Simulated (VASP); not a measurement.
# Te (P3_121) in VASP: further runs

The runs below take Te through single point, with LDA.

All numbers are computed with VASP 6.6.1; they aren't measurements. Logs are shortened: lines on timing, memory, paths and dates and some standing lists are left out, and cuts for length are marked.

## 1. The cell of the first run

The structure is trigonal, space group P3_121 (No. 152). The conventional cell has a = 4.424 Å, b = 4.424 Å, c = 5.884 Å, α = 90.00°, β = 90.00°, γ = 120.00°. Within 3.7 Å of Te (site symmetry 2) lie 6 Te at 2.85 to 3.45 Å.

## 2. Single point, LDA (33.25 Å³/atom)

INCAR reads:

```
  PREC = Accurate
  ENCUT = 520
  EDIFF = 1E-6
  ISMEAR = -1
  SIGMA = 0.05
  LREAL = F
  LASPH = T
  NELM = 100
  ALGO = Normal
  ISIF = 2
  LWAVE = F
  LCHARG = F
  NBANDS = 16
```

KPOINTS reads:

```
regular mesh
0
Gamma
  7 7 5
```

POSCAR reads:

```
Te
1.0
    4.4241064818      0.0000000000      0.0000000000
   -2.2120532409      3.8313886024      0.0000000000
    0.0000000000      0.0000000000      5.8842404128
Te
3
Direct
    0.7310000000      0.7310000000      0.0000000000
    0.0000000000      0.2690000000      0.6666666667
    0.2690000000      0.0000000000      0.3333333333
```

Potentials or basis: VASP PAW LDA potentials, release 64 (Te).

Run with:

```
cat potpaw_LDA.64/Te/POTCAR > POTCAR
mpirun -np 1 vasp_std > vasp.out
```

OUTCAR:

```text
PREC = Accurate
   ENCUT = 520
   EDIFF = 1E-6
   ISMEAR = -1
   LREAL = F
   LASPH = T
   NELM = 100
   ISIF = 2

 ion  position               nearest neighbor table
   1  0.731  0.731  0.000-   3 2.85   2 2.85   3 3.45   2 3.45   2 3.45   3 3.45
   2  0.000  0.269  0.667-   1 2.85   3 2.85   1 3.45   1 3.45   3 3.45   3 3.45
   3  0.269  0.000  0.333-   1 2.85   2 2.85   1 3.45   1 3.45   2 3.45   2 3.45

  LATTYP: Found a hexagonal cell.
 ALAT       =     4.4241064818
 C/A-ratio  =     1.3300404131

  Lattice vectors:

 A1 = (   4.4241064818,   0.0000000000,   0.0000000000)
 A2 = (  -2.2120532409,   3.8313886024,   0.0000000000)
 A3 = (   0.0000000000,   0.0000000000,   5.8842404128)

Analysis of symmetry for initial positions (statically):
=====================================================================
 Subroutine PRICEL returns:
 Original cell was already a primitive cell.

 Routine SETGRP: Setting up the symmetry group for a
 hexagonal supercell.

 Subroutine GETGRP returns: Found  6 space group operations
 (whereof  2 operations were pure point group operations)
 out of a pool of 24 trial point group operations.

The static configuration has the point symmetry C_2 .
 The point group associated with its full space group is D_3 .

Analysis of symmetry for dynamics (positions and initial velocities):
=====================================================================
 Subroutine PRICEL returns:
 Original cell was already a primitive cell.

 Routine SETGRP: Setting up the symmetry group for a
 hexagonal supercell.

 Subroutine GETGRP returns: Found  6 space group operations
 (whereof  2 operations were pure point group operations)
 out of a pool of 24 trial point group operations.

The dynamic configuration has the point symmetry C_2 .
 The point group associated with its full space group is D_3 .

 Subroutine INISYM returns: Found  6 space group operations
 (whereof  2 operations are pure point group operations),
 and found     1 'primitive' translations

----------------------------------------------------------------------------------------

                                     Primitive cell

  volume of cell :      99.7406

  direct lattice vectors                    reciprocal lattice vectors
     4.424106482  0.000000000  0.000000000     0.226034343  0.130500989  0.000000000
    -2.212053241  3.831388602  0.000000000     0.000000000  0.261001977  0.000000000
     0.000000000  0.000000000  5.884240413     0.000000000  0.000000000  0.169945470

  length of vectors
[... 85 lines left out ...]
   LREAL  =      F    real-space projection
   EDIFFG = 0.1E-04   stopping-criterion for IOM
   NSW    =      0    number of steps for IOM
   IBRION =     -1    ionic relax: 0-MD 1-quasi-New 2-CG
   NFREE  =      0    steps in history (QN), initial steepest desc. (CG)
   ISIF   =      2    stress and relaxation
   ISYM   =      2    0-nonsym 1-usesym 2-fastsym
   POTIM  = 0.5000    time-step for ionic-motion
   TEBEG  =    0.0;   TEEND  =   0.0 temperature during run
   PSTRESS=    0.0 pullay stress
   NELECT =      18.0000    total number of electrons
   NUPDOWN=      -1.0000    fix difference up-down
   EMIN   =  10.00;   EMAX   =-10.00  energy-range for DOS
   EFERMI =   0.00;   METHOD = LEGACY
   ISMEAR =    -1;   SIGMA  =   0.05  broadening in eV -4-tet -1-fermi 0-gaus
   EFERMI_NEDOS =   21; number of points for ismear=-14 and -15
   IALGO  =     38    algorithm
   IMIX   =      4    mixing-type and parameters
     AMIX     =   0.40;   BMIX     =  1.00
     AMIX_MAG =   1.60;   BMIX_MAG =  1.00
  volume/ion in A,a.u.               =      33.25       224.36
  Fermi-wavevector in a.u.,A,eV,Ry     =   0.925142  1.748264 11.645053  0.855887
  Thomas-Fermi vector in A             =   2.050964
   LORBIT       =      0    0 simple, 1 ext, 2 COOP (PROOUT), +10 PAW based schemes
   GGA     = CA    functional components
   LHFCALC =     F    Hartree Fock is set to
   AEXX    =    0.0000 exact exchange contribution
   IVDW    =     0    specifies the selected vdW correction
   LEPSILON=     F    determine dielectric tensor
   LRPA    =     F    only Hartree local field effects (RPA)
 non-spin polarized calculation
  energy-cutoff  :      520.00
  volume of cell :       99.74
 maximum number of plane-waves:      2703
 NGX is ok and might be reduce to    36
   NGX = 17   NGY = 17   NGZ = 21

 number of electron      17.9999999 magnetization

 Free energy of the ion-electron system (eV)
  ---------------------------------------------------
  ext. energy  EPLUGINS =         0.00000000
  ---------------------------------------------------
  free energy    TOTEN  =       -11.36531661 eV

  energy without entropy =      -11.36518211  energy(sigma->0) =      -11.36524936

 E-fermi :   6.2253     XC(G=0):  -9.3899

 val. band max:        5.9058941389   @ k =   0.2857   0.2857   0.4000
 cond. band min:       6.4735539703   @ k =   0.0000   0.0000   0.4000
 fundamental gap:      0.5676598314
 Fermi energy:         6.2252609521

 k-point     1 :       0.0000    0.0000    0.0000
  band No.  band energies     occupation
      1      -7.7346      2.00000
      2      -4.3469      2.00000
      3      -4.3469      2.00000
      4       2.9302      2.00000
      5       3.2747      2.00000
      6       3.2747      2.00000
[... 433 lines left out ...]
      3      -3.3076      2.00000
      4       1.4128      2.00000
      5       2.5005      2.00000
      6       2.7143      2.00000
[... 8 lines left out ...]
     15      11.9602      0.00000
     16      12.6226      0.00000

 [... further k-points ...]

------------------------ aborting loop because EDIFF is reached ----------------------------------------

  FORCE on cell =-STRESS in cart. coord.  units (eV):
  Direction    XX          YY          ZZ          XY          YZ          ZX
  --------------------------------------------------------------------------------------
  -------------------------------------------------------------------------------------
  Total       -0.6425222     -0.6425222     -0.3131680      0.0000000      0.0000000      0.0000000
  in kB      -10.3211136    -10.3211136     -5.0305529      0.0000000      0.0000000      0.0000000
  external PRESSURE =      -8.5575934 kB  Pullay stress =       0.0000000 kB

 VOLUME and BASIS-vectors are now :
 -----------------------------------------------------------------------------
  energy-cutoff  :      520.00
  volume of cell :       99.74
      direct lattice vectors                 reciprocal lattice vectors
     4.424106482  0.000000000  0.000000000     0.226034343  0.130500989  0.000000000
    -2.212053241  3.831388602  0.000000000     0.000000000  0.261001977  0.000000000
     0.000000000  0.000000000  5.884240413     0.000000000  0.000000000  0.169945470

 POSITION                                       TOTAL-FORCE (eV/Angst)
 -----------------------------------------------------------------------------------
      1.61701      2.80075      0.00000        -0.095290     -0.165048      0.000000
     -0.59504      1.03064      3.92283        -0.095290      0.165048     -0.000000
      1.19008      0.00000      1.96141         0.190581      0.000000     -0.000000
 -----------------------------------------------------------------------------------
    total drift:                                0.000000     -0.000000      0.000000

  FREE ENERGIE OF THE ION-ELECTRON SYSTEM (eV)
  ---------------------------------------------------
  free  energy   TOTEN  =       -11.3653166101 eV

  energy  without entropy=      -11.3651821052  energy(sigma->0) =      -11.36524936
```

stdout:

```text
POSCAR found type information on POSCAR Te
 POSCAR found :  1 types and       3 ions
 scaLAPACK will be used
 LDA part: xc-table for (Slater(with rela. corr.)+CA(PZ))
 , standard interpolation
 POSCAR, INCAR and KPOINTS ok, starting setup
 FFT: planning ... GRIDC
 FFT: planning ... GRID_SOFT
 FFT: planning ... GRID
 WAVECAR not read
 entering main loop
```

It took 49 s on 1 thread of Intel Xeon Platinum 8259CL at 2.50GHz (Skylake/Cascade Lake), shared host; peak memory 0.2 GiB.

Results:

```yaml
Free_energy: -11.3653 eV
Pressure: -0.9 GPa
Largest_force: 0.191 eV/Å
Band_gap_on_the_k_mesh: 0.57 eV (least direct gap 0.76 eV)
```

Forces in eV/Å, atoms in the order of the input:
```
Te  -0.095 -0.165  0.000
Te  -0.095  0.165  0.000
Te   0.191  0.000  0.000
```

Stress tensor (GPa, compression positive):
```
-1.03  0.00  0.00
 0.00 -1.03  0.00
 0.00  0.00 -0.50
```

Caveat: spin-orbit coupling is left out, which moves the levels of the heavy elements; an odd mesh through Γ misses points on the zone boundary, where band edges can lie.

## 3. Single point, LDA (33.93 Å³/atom)

This run uses another cell than the first one, of 33.93 Å³/atom.

INCAR reads:

```
SYSTEM = Te
PREC = Accurate
ENCUT = 520
EDIFF = 1E-6
ISMEAR = -1
SIGMA = 0.05
LREAL = .False.
LASPH = .True.
NELM = 80
ALGO = Normal
ISIF = 2
LWAVE = .False.
LCHARG = .True.
GGA = CA
LELF = .True.
LVHAR = .True.
NBANDS = 16
```

KPOINTS reads:

```
regular mesh
0
Gamma
  7 7 5
  0 0 0
```

POSCAR reads:

```
Te
1.0
    4.4540000000      0.0000000000      0.0000000000
   -2.2270000000      3.8572771485      0.0000000000
    0.0000000000      0.0000000000      5.9240000000
Te
3
Direct
    0.7310000000      0.7310000000      0.0000000000
    0.0000000000      0.2690000000      0.6666666667
    0.2690000000      0.0000000000      0.3333333333
```

Potentials or basis: VASP PAW LDA potentials, release 64 (Te).

Run with:

```
cat potpaw_LDA.64/Te/POTCAR > POTCAR
mpirun -np 1 vasp_std > vasp.out
```

It took 65 s on 1 thread of Intel Xeon Platinum 8259CL at 2.50GHz (Skylake/Cascade Lake), shared host; peak memory 0.21 GiB.

It converged, with:

```yaml
Free_energy: -11.3481 eV
Pressure: -1.8 GPa
Largest_force: 0.084 eV/Å
Band_gap_on_the_k_mesh: 0.57 eV (least direct gap 0.74 eV)
```

Forces in eV/Å, atoms in the order of the input:
```
Te  -0.042 -0.073  0.000
Te  -0.042  0.073  0.000
Te   0.084  0.000  0.000
```

Stress tensor (GPa, compression positive):
```
-1.86  0.00  0.00
 0.00 -1.86  0.00
 0.00  0.00 -1.79
```

Levels at points of the mesh, in eV from the valence-band top:
```
           k point  band 5  band 6  band 7  band 8  band 9  band 10  band 11  band 12  band 13  band 14
(0.00, 0.00, 0.00)   -2.60   -2.60   -1.51   -1.51   -0.67     1.14     1.14     1.73     5.06     5.06
```

Caveat: spin-orbit coupling is left out, which moves the levels of the heavy elements; an odd mesh through Γ misses points on the zone boundary, where band edges can lie.

## 4. Single point, LDA (35.96 Å³/atom)

This run uses another cell than the first one, of 35.96 Å³/atom.

INCAR reads:

```
SYSTEM = Te
  PREC = Accurate
  ENCUT = 520
  EDIFF = 1E-6
  ISMEAR = -1
  SIGMA = 0.05
  LREAL = .False.
  LASPH = .True.
  NELM = 60
  ALGO = Normal
  ISIF = 2
  LWAVE = .False.
  LCHARG = .True.
  LELF = .True.
  LVHAR = .True.
  NBANDS = 16
```

KPOINTS reads:

```
Automatic mesh
0
Gamma
  7 7 5
  0 0 0
```

POSCAR reads:

```
Te
1.0
    4.5413555111      0.0000000000      0.0000000000
   -2.2706777555      3.9329292402      0.0000000000
    0.0000000000      0.0000000000      6.0401863600
Te
3
Direct
    0.7310000000      0.7310000000      0.0000000000
    0.0000000000      0.2690000000      0.6666666667
    0.2690000000      0.0000000000      0.3333333333
```

Run with:

```
cat potpaw_LDA.64/Te/POTCAR > POTCAR
mpirun -np 1 vasp_std > vasp.out
```

Wall time 43 s (1 thread of Intel Xeon Platinum 8259CL at 2.50GHz (Skylake/Cascade Lake), shared host); peak memory 0.21 GiB.

The run converged. Its results:

```yaml
Free_energy: -11.2310 eV
Pressure: -4.2 GPa
Largest_force: 0.195 eV/Å
Band_gap_on_the_k_mesh: 0.58 eV (least direct gap 0.71 eV)
```

Forces on the atoms (eV/Å):
```
Te   0.097  0.169  0.000
Te   0.097 -0.169  0.000
Te  -0.195  0.000  0.000
```

Stress tensor (GPa, compression positive):
```
-3.84  0.00  0.00
 0.00 -3.84  0.00
 0.00  0.00 -4.85
```

Levels at points of the mesh, in eV from the valence-band top:
| k point | band 5 | band 6 | band 7 | band 8 | band 9 | band 10 | band 11 | band 12 | band 13 | band 14 |
| --- | --- | --- | --- | --- | --- | --- | --- | --- | --- | --- |
| (0.00, 0.00, 0.00) | -2.49 | -2.49 | -1.37 | -1.37 | -0.57 | 1.09 | 1.09 | 1.68 | 5.17 | 5.17 |

Caveat: the cell stands under tension; spin-orbit coupling is left out, which moves the levels of the heavy elements; an odd mesh through Γ misses points on the zone boundary, where band edges can lie.

## 5. The runs side by side

| cell | gap on the mesh (eV) | pressure (GPa) | largest force (eV/Å) |
| --- | --- | --- | --- |
| a = 4.424, b = 4.424, c = 5.884 Å, angles 90.0, 90.0, 120.0°, 3 atoms | 0.57 | -0.9 | 0.19 |
| a = 4.454, b = 4.454, c = 5.924 Å, angles 90.0, 90.0, 120.0°, 3 atoms | 0.57 | -1.8 | 0.08 |
| a = 4.541, b = 4.541, c = 6.040 Å, angles 90.0, 90.0, 120.0°, 3 atoms | 0.58 | -4.2 | 0.19 |

Alike in all rows: task single point; level LDA; potentials or basis VASP PAW LDA potentials, release 64 (Te); no spin polarisation; k mesh 7 × 7 × 5; cutoff (eV) 520; smearing fermi-dirac 0.05 eV.

Caveats: spin-orbit coupling is left out, which moves the levels of the heavy elements; an odd mesh through Γ misses points on the zone boundary, where band edges can lie; the cell stands under tension (at least some runs).

Absolute energies hang on the potentials; compare differences alone.
